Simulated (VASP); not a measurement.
Wanted: the native input for a VASP 6.6.1 run.

- Task: single point
- Functional: LDA
- Potentials or basis: VASP PAW LDA potentials, release 64 (In_d, Se)
- Cutoff: 520 eV
- k mesh: 8 × 8 × 2
- Occupations: fermi-dirac, width 0.05 eV
- Spin: no spin polarisation
- Dipole correction: no
- Further INCAR settings: ALGO = Normal; EDIFF = 1e-06; NBANDS = 48

The structure of InSe lies in POSCAR:

```
InSe
1.0
    3.9733264280      0.0000000000      0.0000000000
   -1.9866632140      3.4410016242      0.0000000000
    0.0000000000      0.0000000000     16.2706566636
In Se
4 4
Direct
    0.3333333333      0.6666666667      0.0842668307
    0.3333333333      0.6666666667      0.9157331693
    0.0000000000      0.0000000000      0.4157371660
    0.0000000000      0.0000000000      0.5842628340
    0.3333333333      0.6666666667      0.3378941802
    0.3333333333      0.6666666667      0.6621058198
    0.6666666667      0.3333333333      0.1621763923
    0.6666666667      0.3333333333      0.8378236077
```

The input as run:

INCAR

```
PREC = Accurate
ENCUT = 520
EDIFF = 1E-6
ISMEAR = -1
SIGMA = 0.05
LREAL = F
LASPH = T
NELM = 80
ALGO = Normal
ISIF = 2
LWAVE = F
LCHARG = F
NBANDS = 48
```

KPOINTS

```
Automatic mesh
0
Gamma
  8 8 2
```

Potentials or basis: VASP PAW LDA potentials, release 64 (In_d, Se).

The run is started by

```sh
$ cat potpaw_LDA.64/In_d/POTCAR potpaw_LDA.64/Se/POTCAR > POTCAR
$ mpirun -np 1 vasp_std > vasp.out
```

Results of the run:

The pressure is 0.1 GPa. The largest force is 0.029 eV/Å and the band gap on the k mesh is 0.19 eV.

Caveat: spin-orbit coupling is left out, which moves the levels of the heavy elements.

Run time: 6 min on 1 thread of Intel Xeon 8259CL (shared host), peak memory 0.36 GiB.
